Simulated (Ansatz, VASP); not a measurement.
## Two plane-wave programs on SiC

```
CELL_PARAMETERS angstrom
3.07537 0.00000 0.00000
0.00000 5.04829 0.00000
0.00000 0.00000 19.55110
ATOMIC_POSITIONS crystal
Si 0.00000 0.58557 0.42351
Si 0.50000 0.05915 0.44708
Si 0.50000 0.55913 0.55292
Si 0.00000 0.08556 0.57649
C 0.00000 0.92682 0.41352
C 0.50000 0.42850 0.45118
C 0.50000 0.92848 0.54882
C 0.00000 0.42680 0.58648
```

Alike in both runs: functional r2SCAN; k mesh 8 × 5 × 1; occupations fermi-dirac, width 0.02 eV; no spin polarisation.

Ansatz relaxed the structure, and its values are those at the end. VASP's run is a single point on that final structure, the one shown.

|  | VASP | Ansatz |
| --- | --- | --- |
| version | VASP 6.6.1 | Ansatz 0.2.0 |
| potentials or method | VASP PAW PBE potentials, release 64 (Si, C) | PAW with Ansatz's default frozen-core files, scalar-relativistic |
| plane-wave cutoff (eV) | 520 | 500 |
| valence electrons in the cell | 32 | 32 |

|  | VASP | Ansatz | Ansatz less VASP |
| --- | --- | --- | --- |
| gap on the k mesh at the Fermi level (eV) | 1.52 | 1.54 | +0.015 |
| rms of the force components (eV/Å) | 0.009 | 0.002 | -0.0073 |

VASP's potentials were made for PBE, not for r2SCAN. With one functional, cell and mesh, what is left measures potentials, basis and numerics. Ansatz's warnings: stress scf threshold loose.
